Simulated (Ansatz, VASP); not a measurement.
ZnAu: VASP beside Ansatz

```
CELL_PARAMETERS angstrom
3.12772 0.00000 0.00000
0.00000 3.12772 0.00000
0.00000 0.00000 3.12772
ATOMIC_POSITIONS crystal
Zn 0.50000 0.50000 0.50000
Au 0.00000 0.00000 0.00000
```

Alike in both runs: functional PBEsol; k mesh 10 × 10 × 10; occupations fermi-dirac, width 0.1 eV; no spin polarisation.

Ansatz relaxed the structure, and its values are those at the end. VASP's run is a single point on that final structure, the one shown.

|  | VASP | Ansatz |
| --- | --- | --- |
| version | VASP 6.6.1 | Ansatz 0.2.0 |
| potentials or method | VASP PAW PBE potentials, release 64 (Zn, Au), cutoff 520 eV | PAW plane waves |
| valence electrons in the cell | 23 | 31 |

Ansatz gave:

```
gap on the k mesh at the Fermi level (eV) : none
pressure (GPa)                            : 0.0
```

**Question.** Which values does VASP return?

**Answer.** gap on the k mesh at the Fermi level (eV): none; pressure (GPa): 0.2.

VASP's potentials were made for PBE, not for PBEsol, and Ansatz warns of the same on its side. A gap of «none» marks a metal or a gap that the smearing closes. VASP's potentials hold 23 valence electrons a cell and Ansatz's 31, so a difference there can come from the potentials and not from the codes.

Spin-orbit coupling is off throughout.
